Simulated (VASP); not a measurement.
# P (R-3m) in VASP: notebook, part 3 of 3

VASP 6.6.1. The steps go on from the part before.

## (4) Relaxation of cell and atoms, PBE, target pressure 450 GPa, at which the enthalpy is minimised

The input, INCAR:

```
PREC = Accurate
ENCUT = 600
EDIFF = 1E-6
ISMEAR = -1
SIGMA = 0.08
LREAL = False
LASPH = True
NELM = 80
ALGO = Normal
ISIF = 3
LWAVE = False
LCHARG = False
GGA = PE
IBRION = 2
NSW = 32
EDIFFG = -0.005
PSTRESS = 4500.0
```

The input, KPOINTS:

```
Automatic mesh
0
Gamma
  18 18 18
```

The input, POSCAR:

```
P
1.0
    1.0228056110     -0.5905170948      3.3321164827
    0.0000000000      1.1810341896      3.3321164827
   -1.0228056110     -0.5905170948      3.3321164827
P
2
Direct
    0.2499998529      0.2499998529      0.2499998529
   -0.2499998529     -0.2499998529     -0.2499998529
```

Potentials or basis: VASP PAW PBE potentials, release 64 (P).

Command:

```sh
$ cat potpaw_PBE.64/P/POTCAR > POTCAR
$ mpirun -np 1 vasp_std > vasp.out
```

OUTCAR:

```text
PREC = Accurate
   ENCUT = 600
   EDIFF = 1E-6
   ISMEAR = -1
   LREAL = False
   LASPH = True
   NELM = 80
   ISIF = 3
   GGA = PE
   IBRION = 2
   NSW = 32
   EDIFFG = -0.005
   PSTRESS = 4500.0

 ion  position               nearest neighbor table
   1  0.250  0.250  0.250-   2 2.04   2 2.04   2 2.04   2 2.04   2 2.04   2 2.04   2 2.89   2 2.89
                             2 2.89
   2  0.750  0.750  0.750-   1 2.04   1 2.04   1 2.04   1 2.04   1 2.04   1 2.04   1 2.89   1 2.89
                             1 2.89

  LATTYP: Found a trigonal (rhomboedric) cell.
 ALAT       =     3.5352287071
 COS(alpha) =     0.8325900877

  Lattice vectors:

 A1 = (   1.0228056110,  -0.5905170948,   3.3321164827)
 A2 = (   0.0000000000,   1.1810341896,   3.3321164827)
 A3 = (  -1.0228056110,  -0.5905170948,   3.3321164827)

Analysis of symmetry for initial positions (statically):
=====================================================================
 Subroutine PRICEL returns following result:

  LATTYP: Found a trigonal (rhomboedric) cell.
 ALAT       =     2.0422002892
 COS(alpha) =     0.4983283808

  Lattice vectors:

 A1 = (  -1.0228056110,  -0.5905170948,  -1.6660553004)
 A2 = (   0.0000000000,   1.1810341896,  -1.6660553004)
 A3 = (   1.0228056110,  -0.5905170948,  -1.6660611823)

   2 primitive cells build up your supercell.

 Routine SETGRP: Setting up the symmetry group for a
 trigonal (rhombohedral) supercell.

 Subroutine GETGRP returns: Found 12 space group operations
 (whereof 12 operations were pure point group operations)
 out of a pool of 12 trial point group operations.

The static configuration has the point symmetry D_3d.

Analysis of symmetry for dynamics (positions and initial velocities):
=====================================================================
 Subroutine PRICEL returns following result:

  LATTYP: Found a trigonal (rhomboedric) cell.
 ALAT       =     2.0422002892
 COS(alpha) =     0.4983283808

  Lattice vectors:

 A1 = (  -1.0228056110,  -0.5905170948,  -1.6660553004)
 A2 = (   0.0000000000,   1.1810341896,  -1.6660553004)
 A3 = (   1.0228056110,  -0.5905170948,  -1.6660611823)

   2 primitive cells build up your supercell.

 Routine SETGRP: Setting up the symmetry group for a
 trigonal (rhombohedral) supercell.

 Subroutine GETGRP returns: Found 12 space group operations
 (whereof 12 operations were pure point group operations)
 out of a pool of 12 trial point group operations.

The dynamic configuration has the point symmetry D_3d.

 Subroutine INISYM returns: Found 12 space group operations
 (whereof 12 operations are pure point group operations),
 and found     2 'primitive' translations

----------------------------------------------------------------------------------------

                                     Primitive cell

  volume of cell :       6.0376

  direct lattice vectors                    reciprocal lattice vectors
[... 44 lines left out ...]
  0.111111  0.000000  0.000000      6.000000
  0.166667  0.000000  0.000000      6.000000
  0.222222  0.000000 -0.000000      6.000000
  0.277778  0.000000 -0.000000      6.000000
[... 16 lines left out ...]
 -0.277778  0.055556  0.000000     12.000000
 -0.222222  0.055556  0.000000     12.000000
 [... further k-points ...]
   k-points           NKPTS =    580   k-points in BZ     NKDIM =    580   number of bands    NBANDS=      9
   number of dos      NEDOS =    301   number of ions     NIONS =      2
   total plane-waves  NPLWV =  21952
   dimension x,y,z NGX =    28 NGY =   28 NGZ =   28
   dimension x,y,z NGXF=    56 NGYF=   56 NGZF=   56
   ions per type =               2
   NGX,Y,Z   is equivalent  to a cutoff of  13.17, 13.17, 13.17 a.u.
   NGXF,Y,Z  is equivalent  to a cutoff of  26.33, 26.33, 26.33 a.u.
 SYSTEM =  unknown system
   PREC   = accura    normal or accurate (medium, high low for compatibility)
   ISTART =      0    job   : 0-new  1-cont  2-samecut
   ICHARG =      2    charge: 1-file 2-atom 10-const
   ISPIN  =      1    spin polarized calculation?
   LNONCOLLINEAR =      F non collinear calculations
   LSORBIT =      F    spin-orbit coupling
   LASPH  =      T    aspherical Exc in radial PAW
   ENCUT  =  600.0 eV  44.10 Ry    6.64 a.u.   7.06  7.06  7.06*2*pi/ulx,y,z
   NELM   =     80;   NELMIN=  2; NELMDL= -5     # of ELM steps
   EDIFF  = 0.1E-05   stopping-criterion for ELM
   LREAL  =      F    real-space projection
   EDIFFG = -.5E-02   stopping-criterion for IOM
   NSW    =     32    number of steps for IOM
   IBRION =      2    ionic relax: 0-MD 1-quasi-New 2-CG
   NFREE  =      1    steps in history (QN), initial steepest desc. (CG)
   ISIF   =      3    stress and relaxation
   ISYM   =      2    0-nonsym 1-usesym 2-fastsym
   POTIM  = 0.5000    time-step for ionic-motion
   TEBEG  =    0.0;   TEEND  =   0.0 temperature during run
   PSTRESS= 4500.0 pullay stress
   NELECT =      10.0000    total number of electrons
   NUPDOWN=      -1.0000    fix difference up-down
   EMIN   =  10.00;   EMAX   =-10.00  energy-range for DOS
   EFERMI =   0.00;   METHOD = LEGACY
   ISMEAR =    -1;   SIGMA  =   0.08  broadening in eV -4-tet -1-fermi 0-gaus
   EFERMI_NEDOS =   21; number of points for ismear=-14 and -15
   IALGO  =     38    algorithm
   IMIX   =      4    mixing-type and parameters
     AMIX     =   0.40;   BMIX     =  1.00
     AMIX_MAG =   1.60;   BMIX_MAG =  1.00
  volume/ion in A,a.u.               =       6.04        40.74
  Fermi-wavevector in a.u.,A,eV,Ry     =   1.537361  2.905191 32.157078  2.363479
  Thomas-Fermi vector in A             =   2.643880
   LORBIT       =      0    0 simple, 1 ext, 2 COOP (PROOUT), +10 PAW based schemes
   GGA     = PE    functional components
   LHFCALC =     F    Hartree Fock is set to
   AEXX    =    0.0000 exact exchange contribution
   IVDW    =     0    specifies the selected vdW correction
   LEPSILON=     F    determine dielectric tensor
   LRPA    =     F    only Hartree local field effects (RPA)
 conjugate gradient relaxation of ions
 non-spin polarized calculation
  energy-cutoff  :      600.00
  volume of cell :       12.08
 maximum number of plane-waves:       416
   NGX = 15   NGY = 15   NGZ = 15

--------------------------------------- Ionic step        1  -------------------------------------------

 number of electron      10.0000000 magnetization

 number of electron       9.9999999 magnetization

 Free energy of the ion-electron system (eV)
  ---------------------------------------------------
  ext. energy  EPLUGINS =         0.00000000
  ---------------------------------------------------
  free energy    TOTEN  =         2.24531321 eV

  energy without entropy =        2.25546282  energy(sigma->0) =        2.25038801

------------------------ aborting loop because EDIFF is reached ----------------------------------------

  FORCE on cell =-STRESS in cart. coord.  units (eV):
  Direction    XX          YY          ZZ          XY          YZ          ZX
  --------------------------------------------------------------------------------------
  -------------------------------------------------------------------------------------
  Total       33.3058070     33.3058070     33.3125713      0.0000000      0.0000000      0.0000000
  in kB     4419.0970785   4419.0970779   4419.9945834      0.0000000      0.0000000      0.0000000
  external PRESSURE =     -80.6037534 kB  Pullay stress =    4500.0000000 kB
[... 215 lines left out ...]
--------------------------------------- Ionic step        7  -------------------------------------------

 number of electron       9.9999999 magnetization

 Free energy of the ion-electron system (eV)
  ---------------------------------------------------
  ext. energy  EPLUGINS =         0.00000000
  ---------------------------------------------------
  free energy    TOTEN  =         2.43785162 eV

  energy without entropy =        2.44800579  energy(sigma->0) =        2.44292870

 E-fermi :  27.7926     XC(G=0): -15.6832

 val. band max:       27.7600821921   @ k =  -0.1111   0.2222   0.0556
 cond. band min:      27.7968562520   @ k =  -0.1667   0.5000   0.0556
 fundamental gap:      0.0367740599
 Fermi energy:        27.7925930112

 k-point     1 :       0.0000    0.0000    0.0000
  band No.  band energies     occupation
      1      -1.4691      2.00000
      2      10.0171      2.00000
      3      11.8583      2.00000
      4      39.2811      0.00000
      5      39.2811      0.00000
      6      41.3199      0.00000
      7      41.3199      0.00000
      8      41.4672      0.00000
      9      41.7106      0.00000
[... 265 lines left out ...]
 k-point    24 :      -0.2222    0.0556    0.0000
  band No.  band energies     occupation
      1       1.4739      2.00000
      2      12.0378      2.00000
      3      15.0523      2.00000
      4      24.4240      2.00000
      5      28.2630      0.00557
      6      32.1894      0.00000
      7      34.2456      0.00000
      8      39.9092      0.00000
      9      40.3528      0.00000

 [... further k-points ...]
[... 5 lines left out ...]
  --------------------------------------------------------------------------------------
  -------------------------------------------------------------------------------------
  Total       33.7118105     33.7118105     33.7256206      0.0000000      0.0000000      0.0000000
  in kB     4498.7408064   4498.7408055   4500.5837161      0.0000000      0.0000000      0.0000000
  external PRESSURE =      -0.6448907 kB  Pullay stress =    4500.0000000 kB
[... 21 lines left out ...]
  energy  without entropy=        2.4480057930  energy(sigma->0) =        2.44292870

  enthalpy is  TOTEN    =        36.1590980657 eV   P V=       33.7212464494

 reached required accuracy - stopping structural energy minimisation
```

OSZICAR:

```text
N       E                     dE             d eps       ncg     rms          rms(c)
DAV:   1     0.354057099175E+02    0.35406E+02   -0.62669E+03 10568   0.120E+03
DAV:   2     0.273476437164E+01   -0.32671E+02   -0.31259E+02 15602   0.161E+02
DAV:   3     0.206356450061E+01   -0.67120E+00   -0.65705E+00 12957   0.216E+01
DAV:   4     0.206096165294E+01   -0.26028E-02   -0.25288E-02 14506   0.109E+00
[... 36 lines left out ...]
   6 F= 0.36159117E+02 E0= 0.36164194E+02  d E =0.177459E-04
       N       E                     dE             d eps       ncg     rms          rms(c)
DAV:   1     0.243784993004E+01    0.18404E-01   -0.20026E-04 13351   0.107E-01    0.339E-02
DAV:   2     0.243785132225E+01    0.13922E-05   -0.25282E-06 10928   0.167E-02    0.191E-02
DAV:   3     0.243785161632E+01    0.29407E-06   -0.13446E-06  5633   0.972E-03
   7 F= 0.36159098E+02 E0= 0.36164175E+02  d E =-.139468E-05
```

CONTCAR:

```text
P
   1.00000000000000
     1.0208091158158861   -0.5893644177448714    3.3259980141545973
     0.0000000000000000    1.1787288354897427    3.3259980141545973
    -1.0208091158158861   -0.5893644177448714    3.3259980141545973
  P
     2
Direct
     0.2499998528999967    0.2499998528999967    0.2499998528999967
     0.7500001471000033    0.7500001471000033    0.7500001471000033

  0.00000000E+00  0.00000000E+00  0.00000000E+00
  0.00000000E+00  0.00000000E+00  0.00000000E+00
```

Wall time 8.7 min (1 thread of AMD EPYC 7R43 (Zen 3), shared host); peak memory 0.17 GiB.

Results:

* Free energy: 2.4379 eV
* Relaxed volume: 6.00 Å³/atom
* Relaxed cell: a = 3.529 Å, b = 3.529 Å, c = 3.529 Å, α = 33.63°, β = 33.63°, γ = 33.63°
* Space group after relaxing (to 0.1 Å): Fm-3m (No. 225)
* Energy change on relaxing (the run minimises the enthalpy): +96.3 meV/atom
* Ionic steps: 7
* Pressure after relaxing: 449.9 GPa
* Band gap on the k mesh: zero (bands 5 and 6 overlap by 17.11 eV)

The path:
```tsv
step	energy change (eV)	largest force (eV/Å)	pressure (GPa)	volume (Å³)
1	0.0000	0.0000	441.94	12.08
2	1.5458	0.0000	506.70	11.55
3	0.1902	0.0000	449.85	12.01
4	0.1941	0.0000	450.00	12.01
5	0.1980	0.0000	450.16	12.00
6	0.1741	0.0000	449.17	12.01
7	0.1925	0.0000	449.94	12.01
```

Final structure:
```cif
data_structure
_symmetry_space_group_name_H-M 'P 1'
_symmetry_Int_Tables_number 1
_cell_length_a 3.5287
_cell_length_b 3.5287
_cell_length_c 3.5287
_cell_angle_alpha 33.631
_cell_angle_beta 33.631
_cell_angle_gamma 33.631
_cell_volume 12.01
loop_
_atom_site_label
_atom_site_type_symbol
_atom_site_fract_x
_atom_site_fract_y
_atom_site_fract_z
_atom_site_occupancy
P1 P 0.25000 0.25000 0.25000 1
P2 P 0.75000 0.75000 0.75000 1
```

Levels at points of the mesh, in eV from the Fermi level:
| k point | band 1 | band 2 | band 3 | band 4 | band 5 | band 6 | band 7 | band 8 | band 9 |
| --- | --- | --- | --- | --- | --- | --- | --- | --- | --- |
| (0.00, 0.00, 0.00) | -29.26 | -17.78 | -15.93 | 11.49 | 11.49 | 13.53 | 13.53 | 13.67 | 13.92 |
| (0.50, 0.00, 0.00) | -18.07 | -18.07 | -10.10 | -10.10 | -1.62 | -1.62 | 4.75 | 4.75 | 8.61 |
| (0.50, 0.50, 0.00) | -17.81 | -16.00 | -14.54 | -11.08 | -0.40 | 2.21 | 2.32 | 11.50 | 11.61 |
| (0.50, 0.50, 0.50) | -26.10 | -26.10 | -2.28 | -2.28 | 11.46 | 11.46 | 11.46 | 11.46 | 18.93 |

Caveat: the cell is relaxed towards a set pressure, so the run minimises the enthalpy, not the energy.

## (5) Overview

```csv
task,cell,cutoff (eV),gap on the mesh (eV),pressure (GPa)
single point,"a = 3.535 Å, angles 33.6°, 2 atoms",520,none,442.0
single point,"a = 3.536 Å, angles 33.6°, 2 atoms",520,none,441.1
relaxation of cell and atoms,"relaxed to 450 GPa from a = 3.535 Å, angles 33.6°, 2 atoms",600,none,449.9
```

Alike in all rows: level PBE; potentials or basis VASP PAW PBE potentials, release 64 (P); no spin polarisation; k mesh 18 × 18 × 18; smearing fermi-dirac 0.08 eV.

Caveats: the cell stands under pressure (at least some runs); the cell is relaxed towards a set pressure, so the run minimises the enthalpy, not the energy (at least some runs).

Absolute energies hang on the potentials; compare differences alone.

The gap in the log of VASP goes by the Fermi energy; the results here count the filled bands.